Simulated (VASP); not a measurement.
# Hf (Im-3m) in VASP: further runs

Hf is run at these levels: PBEsol+D4, RPBE+D3(BJ); tasks: relaxation of cell and atoms.

All numbers are computed with VASP 6.6.1; they aren't measurements. Logs are shortened: lines on timing, memory, paths and dates and some standing lists are left out, and cuts for length are marked.

### Step 1. The cell of the first run

The structure is cubic, space group Im-3m (No. 229). Conventional cell: a = 3.610 Å, b = 3.610 Å, c = 3.610 Å, α = 90.00°, β = 90.00°, γ = 90.00°. Within 4.1 Å of Hf (site symmetry m-3m) lie 14 Hf at 3.13 to 3.61 Å.

### Step 2. Relaxation of cell and atoms, PBEsol+D4

INCAR

```
SYSTEM = Hf
ALGO     = Normal         ! electronic algorithm
EDIFF    = 1E-7           ! SCF threshold, eV
EDIFFG   = -0.01          ! ionic threshold
ENCUT    = 600            ! plane-wave cutoff, eV
GGA      = PS             ! functional
IBRION   = 2              ! ionic algorithm
ISIF     = 3              ! what is computed and relaxed
ISMEAR   = -1             ! smearing method
IVDW     = 13             ! dispersion correction
LASPH    = .TRUE.         ! aspherical terms in the spheres
LCHARG   = .FALSE.        ! write CHGCAR
LREAL    = .FALSE.        ! projectors in reciprocal space
LWAVE    = .FALSE.        ! write WAVECAR
NELM     = 60             ! most SCF steps
NSW      = 60             ! ionic steps
PREC     = Accurate       ! precision mode
SIGMA    = 0.05           ! smearing width, eV
```

KPOINTS

```
k-points
0
G
  10 10 10
  0 0 0
```

POSCAR

```
Hf
1.0
   -1.8050000000      1.8050000000      1.8050000000
    1.8050000000     -1.8050000000      1.8050000000
    1.8050000000      1.8050000000     -1.8050000000
Hf
1
Direct
    0.0000000000      0.0000000000      0.0000000000
```

Potentials or basis: VASP PAW PBE potentials, release 64 (Hf_pv).

Launch:

```
> cat potpaw_PBE.64/Hf_pv/POTCAR > POTCAR
> mpirun -np 1 vasp_std > vasp.out
```

OUTCAR:

```text
SYSTEM = Hf
   EDIFF = 1E-7
   EDIFFG = -0.01
   ENCUT = 600
   GGA = PS
   IBRION = 2
   ISIF = 3
   ISMEAR = -1
   IVDW = 13
   LASPH = .TRUE.
   LREAL = .FALSE.
   NELM = 60
   NSW = 60
   PREC = Accurate

 ion  position               nearest neighbor table
   1  0.000  0.000  0.000-

  LATTYP: Found a body centered cubic cell.
 ALAT       =     3.6100000000

  Lattice vectors:

 A1 = (  -1.8050000000,   1.8050000000,   1.8050000000)
 A2 = (   1.8050000000,  -1.8050000000,   1.8050000000)
 A3 = (   1.8050000000,   1.8050000000,  -1.8050000000)

Analysis of symmetry for initial positions (statically):
=====================================================================
 Subroutine PRICEL returns:
 Original cell was already a primitive cell.

 Routine SETGRP: Setting up the symmetry group for a
 body centered cubic supercell.

 Subroutine GETGRP returns: Found 48 space group operations
[... 9 lines left out ...]

 Routine SETGRP: Setting up the symmetry group for a
 body centered cubic supercell.

 Subroutine GETGRP returns: Found 48 space group operations
[... 11 lines left out ...]
                                     Primitive cell

  volume of cell :      23.5229

  direct lattice vectors                    reciprocal lattice vectors
    -1.805000000  1.805000000  1.805000000     0.000000000  0.277008310  0.277008310
     1.805000000 -1.805000000  1.805000000     0.277008310  0.000000000  0.277008310
     1.805000000  1.805000000 -1.805000000     0.277008310  0.277008310  0.000000000

  length of vectors
     3.126351708  3.126351708  3.126351708     0.391748909  0.391748909  0.391748909

  position of ions in fractional coordinates (direct lattice)
     0.000000000  0.000000000  0.000000000

  ion indices of the primitive-cell ions
   primitive index   ion index
                 1           1

----------------------------------------------------------------------------------------

 KPOINTS: k-points

Automatic generation of k-mesh.
 Grid dimensions read from file:
 generate k-points for:   10   10   10

 Generating k-lattice:

  Cartesian coordinates                     Fractional coordinates (reciprocal lattice)
     0.000000000  0.027700831  0.027700831     0.100000000  0.000000000  0.000000000
     0.027700831  0.000000000  0.027700831     0.000000000  0.100000000  0.000000000
     0.027700831  0.027700831  0.000000000     0.000000000  0.000000000  0.100000000

  Length of vectors
     0.039174891  0.039174891  0.039174891

  Shift w.r.t. Gamma in fractional coordinates (k-lattice)
     0.000000000  0.000000000  0.000000000

 Subroutine IBZKPT returns following result:
 ===========================================

 Found     47 irreducible k-points:

 Following reciprocal coordinates:
            Coordinates               Weight
  0.000000  0.000000  0.000000      1.000000
  0.100000  0.000000  0.000000     12.000000
  0.200000  0.000000  0.000000     12.000000
  0.300000  0.000000  0.000000     12.000000
  0.400000  0.000000  0.000000     12.000000
  0.500000  0.000000  0.000000      6.000000
[... 16 lines left out ...]
  0.300000  0.300000  0.100000      8.000000
 -0.300000  0.300000  0.100000     24.000000
 [... further k-points ...]
   k-points           NKPTS =     47   k-points in BZ     NKDIM =     47   number of bands    NBANDS=      9
   number of dos      NEDOS =    301   number of ions     NIONS =      1
   total plane-waves  NPLWV =  21952
   dimension x,y,z NGX =    28 NGY =   28 NGZ =   28
   dimension x,y,z NGXF=    56 NGYF=   56 NGZF=   56
   ions per type =               1
   NGX,Y,Z   is equivalent  to a cutoff of  14.89, 14.89, 14.89 a.u.
   NGXF,Y,Z  is equivalent  to a cutoff of  29.78, 29.78, 29.78 a.u.
 SYSTEM =  Hf
   PREC   = accura    normal or accurate (medium, high low for compatibility)
   ISTART =      0    job   : 0-new  1-cont  2-samecut
   ICHARG =      2    charge: 1-file 2-atom 10-const
   ISPIN  =      1    spin polarized calculation?
   LNONCOLLINEAR =      F non collinear calculations
   LSORBIT =      F    spin-orbit coupling
   LASPH  =      T    aspherical Exc in radial PAW
   ENCUT  =  600.0 eV  44.10 Ry    6.64 a.u.   6.24  6.24  6.24*2*pi/ulx,y,z
   NELM   =     60;   NELMIN=  2; NELMDL= -5     # of ELM steps
   EDIFF  = 0.1E-06   stopping-criterion for ELM
   LREAL  =      F    real-space projection
   EDIFFG = -.1E-01   stopping-criterion for IOM
   NSW    =     60    number of steps for IOM
   IBRION =      2    ionic relax: 0-MD 1-quasi-New 2-CG
   NFREE  =      1    steps in history (QN), initial steepest desc. (CG)
   ISIF   =      3    stress and relaxation
   ISYM   =      2    0-nonsym 1-usesym 2-fastsym
   POTIM  = 0.5000    time-step for ionic-motion
   TEBEG  =    0.0;   TEEND  =   0.0 temperature during run
   PSTRESS=    0.0 pullay stress
   NELECT =      10.0000    total number of electrons
   NUPDOWN=      -1.0000    fix difference up-down
   EMIN   =  10.00;   EMAX   =-10.00  energy-range for DOS
   EFERMI =   0.00;   METHOD = LEGACY
   ISMEAR =    -1;   SIGMA  =   0.05  broadening in eV -4-tet -1-fermi 0-gaus
   EFERMI_NEDOS =   21; number of points for ismear=-14 and -15
   IALGO  =     38    algorithm
   IMIX   =      4    mixing-type and parameters
     AMIX     =   0.40;   BMIX     =  1.00
     AMIX_MAG =   1.60;   BMIX_MAG =  1.00
  volume/ion in A,a.u.               =      23.52       158.74
  Fermi-wavevector in a.u.,A,eV,Ry     =   1.230961  2.326179 20.616432  1.515265
  Thomas-Fermi vector in A             =   2.365789
   LORBIT       =      0    0 simple, 1 ext, 2 COOP (PROOUT), +10 PAW based schemes
   GGA     = PS    functional components
   LHFCALC =     F    Hartree Fock is set to
   AEXX    =    0.0000 exact exchange contribution
   IVDW    =    13    specifies the selected vdW correction
   LEPSILON=     F    determine dielectric tensor
   LRPA    =     F    only Hartree local field effects (RPA)
 conjugate gradient relaxation of ions
 non-spin polarized calculation
  energy-cutoff  :      600.00
  volume of cell :       23.52
 maximum number of plane-waves:       802
 NGX is ok and might be reduce to    28
   NGX = 13   NGY = 13   NGZ = 13

--------------------------------------- Ionic step        1  -------------------------------------------

 number of electron      10.0000000 magnetization

 number of electron       9.9999999 magnetization

 Free energy of the ion-electron system (eV)
  ---------------------------------------------------
  ext. energy  EPLUGINS =         0.00000000
  ---------------------------------------------------
  free energy    TOTEN  =       -10.27226681 eV

  energy without entropy =      -10.25712267  energy(sigma->0) =      -10.26469474

------------------------ aborting loop because EDIFF is reached ----------------------------------------

  DFT-D4 for vdW energy calculation

  Edisp (eV):   -0.11661

  FORCE on cell =-STRESS in cart. coord.  units (eV):
  Direction    XX          YY          ZZ          XY          YZ          ZX
  --------------------------------------------------------------------------------------
  -------------------------------------------------------------------------------------
  Total      -1.48067    -1.48067    -1.48067     0.00000    -0.00000     0.00000
  in kB    -100.85015  -100.85015  -100.85015     0.00000    -0.00000     0.00000
  external pressure =     -100.85 kB  Pullay stress =        0.00 kB
[... 98 lines left out ...]
  energy  without entropy=      -10.4588840410  energy(sigma->0) =      -10.46552330

--------------------------------------- Ionic step        4  -------------------------------------------

 number of electron       9.9999999 magnetization

 Free energy of the ion-electron system (eV)
  ---------------------------------------------------
  ext. energy  EPLUGINS =         0.00000000
  ---------------------------------------------------
  free energy    TOTEN  =       -10.34253295 eV

  energy without entropy =      -10.32925730  energy(sigma->0) =      -10.33589513

 E-fermi :   4.8444     XC(G=0): -11.6671

 val. band max:        4.8267794649   @ k =   0.3000   0.0000   0.0000
 cond. band min:       4.8827161800   @ k =   0.3000   0.2000  -0.0000
 fundamental gap:      0.0559367151
 Fermi energy:         4.8443778644

 k-point     1 :       0.0000    0.0000    0.0000
  band No.  band energies     occupation
      1     -24.7226      2.00000
      2     -24.7226      2.00000
      3     -24.7226      2.00000
      4      -2.4110      2.00000
      5       6.3776      0.00000
      6       6.3776      0.00000
      7       6.3776      0.00000
      8       9.3496      0.00000
      9       9.3496      0.00000
[... 265 lines left out ...]
 k-point    24 :      -0.3000    0.3000    0.1000
  band No.  band energies     occupation
      1     -25.3848      2.00000
      2     -24.9718      2.00000
      3     -24.8025      2.00000
      4       0.6735      2.00000
      5       5.0131      0.06614
      6       5.1895      0.00201
      7       7.9333      0.00000
      8       9.5447      0.00000
      9      10.2593      0.00000

 [... further k-points ...]

------------------------ aborting loop because EDIFF is reached ----------------------------------------

  DFT-D4 for vdW energy calculation

  Edisp (eV):   -0.12967

  FORCE on cell =-STRESS in cart. coord.  units (eV):
  Direction    XX          YY          ZZ          XY          YZ          ZX
  --------------------------------------------------------------------------------------
  -------------------------------------------------------------------------------------
  Total      -0.00063    -0.00063    -0.00063    -0.00000     0.00000    -0.00000
  in kB      -0.04787    -0.04787    -0.04787    -0.00000     0.00000    -0.00000
  external pressure =       -0.05 kB  Pullay stress =        0.00 kB
[... 16 lines left out ...]
  FREE ENERGIE OF THE ION-ELECTRON SYSTEM (eV)
  ---------------------------------------------------
  free  energy   TOTEN  =       -10.4722024085 eV

  energy  without entropy=      -10.4589267626  energy(sigma->0) =      -10.46556459

 reached required accuracy - stopping structural energy minimisation
```

Wall time 35 s (1 thread of Intel Xeon Platinum 8375C at 2.90GHz (Ice Lake), shared host); peak memory 0.17 GiB.

What came out:

| Quantity | Value |
| --- | --- |
| Free energy | -10.4722 eV |
| Relaxed volume | 21.07 Å³/atom |
| Relaxed cell | a = 3.014 Å, b = 3.014 Å, c = 3.014 Å, α = 109.47°, β = 109.47°, γ = 109.47° |
| Space group after relaxing (to 0.05 Å) | Im-3m (No. 229) |
| Energy gained by relaxing | 83.3 meV/atom |
| Ionic steps | 4 |
| Pressure after relaxing | 0.0 GPa |
| Band gap on the k mesh | zero (band 5 reaches 6.38 eV, above the bottom of band 6 at 4.01 eV) |
| Dispersion energy per atom | -0.130 eV |

The path:
| step | energy change (eV) | largest force (eV/Å) | pressure (GPa) | volume (Å³) |
| --- | --- | --- | --- | --- |
| 1 | 0.0000 | 0.0000 | -10.09 | 23.52 |
| 2 | 0.0075 | 0.0000 | 13.77 | 18.83 |
| 3 | -0.0833 | 0.0000 | -0.26 | 21.12 |
| 4 | -0.0833 | 0.0000 | 0.00 | 21.07 |

Final structure:
```
Hf
1.0
    -1.73996    1.73996    1.73996
     1.73996   -1.73996    1.73996
     1.73996    1.73996   -1.73996
Hf
1
Direct
  0.00000 0.00000 0.00000
```

Caveat: the PAW data sets were made with another functional, which shifts forces and pressure a little; spin-orbit coupling is left out, which moves the levels of the heavy elements; the volume moved by -10 % from the deposited cell, more than functionals usually miss; pairwise dispersion overbinds metals, which lowers pressure and volume.

### Step 3. Relaxation of cell and atoms, RPBE+D3(BJ)

INCAR

```
SYSTEM = Hf
  ALGO = Fast
  EDIFF = 1E-6
  EDIFFG = -0.01
  ENCUT = 600
  GGA = RP
  IBRION = 2
  ISIF = 3
  ISMEAR = -1
  IVDW = 12
  LASPH = .True.
  LCHARG = .False.
  LREAL = .False.
  LWAVE = .False.
  NELM = 60
  NSW = 60
  PREC = Accurate
  SIGMA = 0.05
```

KPOINTS

```
k-points
0
Gamma
  10 10 10
  0 0 0
```

POSCAR is that of step 2.

Potentials or basis: VASP PAW PBE potentials, release 64 (Hf_pv).

Launch:

```
> cat potpaw_PBE.64/Hf_pv/POTCAR > POTCAR
> mpirun -np 1 vasp_std > vasp.out
```

It took 53 s on 1 thread of Intel Xeon Platinum 8375C at 2.90GHz (Ice Lake), shared host; peak memory 0.19 GiB.

The run converged. Its results:

```
Free energy                            : -13.2840 eV
Relaxed volume                         : 17.29 Å³/atom
Relaxed cell                           : a = 2.821 Å, b = 2.821 Å, c = 2.821 Å, α = 109.47°, β = 109.47°, γ = 109.47°
Space group after relaxing (to 0.05 Å) : Im-3m (No. 229)
Energy gained by relaxing              : 681.1 meV/atom
Ionic steps                            : 5
Pressure after relaxing                : 0.0 GPa
Band gap on the k mesh                 : zero (band 5 reaches 8.27 eV, above the bottom of band 6 at 5.70 eV)
Dispersion energy per atom             : -4.551 eV
```

Step by step:
| step | energy change (eV) | largest force (eV/Å) | pressure (GPa) | volume (Å³) |
| --- | --- | --- | --- | --- |
| 1 | 0.0000 | 0.0000 | -28.90 | 23.52 |
| 2 | 0.7119 | 0.0000 | 109.69 | 11.83 |
| 3 | -0.6748 | 0.0000 | -4.11 | 17.77 |
| 4 | -0.6806 | 0.0000 | -1.11 | 17.42 |
| 5 | -0.6811 | 0.0000 | -0.04 | 17.29 |

Final structure:
```
Hf
1.0
    -1.62896    1.62896    1.62896
     1.62896   -1.62896    1.62896
     1.62896    1.62896   -1.62896
Hf
1
Direct
  0.00000 0.00000 0.00000
```

Levels at points of the mesh, in eV from the Fermi level:
```
           k point  band 2  band 3  band 4  band 5  band 6  band 7  band 8  band 9
(0.00, 0.00, 0.00)  -28.88  -28.88   -7.81    1.66    1.66    1.66    5.24    5.24
(0.50, 0.00, 0.00)  -29.46  -28.91   -4.31   -1.09    2.38    5.29    6.57   10.14
(0.50, 0.50, 0.50)  -30.13  -30.13   -3.93   -3.93    8.89    8.89    8.89    9.63
```

Caveat: the volume moved by over 15 % at a fixed basis, so the end points are rough; the PAW data sets were made with another functional, which shifts forces and pressure a little; spin-orbit coupling is left out, which moves the levels of the heavy elements; the volume moved by -26 % from the deposited cell, more than functionals usually miss; pairwise dispersion overbinds metals, which lowers pressure and volume.
